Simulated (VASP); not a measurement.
Runs of VASP 6.6.1 on CuO. The structure is that of space group P4_2/mmc (No. 131), or close to it. The cells are those of the table. 

```csv
level,potentials or basis,cell,further INCAR settings,gap on the mesh (eV),pressure (GPa)
PBE,"VASP PAW PBE potentials, release 64 (Cu, O)","a = 2.949, b = 2.949, c = 5.151 Å, angles 90.0, 90.0, 90.2°, 4 atoms",ALGO = Fast; EDIFF = 1e-06; NBANDS = 25,none,0.6
LDA,"VASP PAW LDA potentials, release 64 (Cu, O)","a = 2.853, b = 2.853, c = 5.044 Å, angles 90.0, 90.0, 90.2°, 4 atoms",ALGO = Fast; EDIFF = 1e-07; NBANDS = 25,none,1.1
PBE,"VASP PAW PBE potentials, release 64 (Cu, O)","a = 2.949, b = 2.949, c = 5.151 Å, angles 90.0, 90.0, 90.1°, 4 atoms",ALGO = Fast; EDIFF = 1e-07; NBANDS = 25,none,0.6
PBEsol,"VASP PAW PBE potentials, release 64 (Cu, O)","a = 2.894, b = 2.894, c = 5.092 Å, angles 90.0, 90.0, 90.2°, 4 atoms",ALGO = Fast; EDIFF = 1e-06; NBANDS = 25,none,(a)
```

Alike in all rows: task single point; no spin polarisation; k mesh 14 × 14 × 8; cutoff (eV) 520; smearing gaussian 0.1 eV.

Task: Fill in the values left out.

Result: (a) 0.8.

Caveats: semilocal functionals often make such compounds metallic where correlation or magnetic order opens a gap, which also shifts bond lengths; the PAW data sets were made with another functional, which shifts forces and pressure a little (at least some runs).

A gap of «none» marks levels without a gap at the run's occupations.
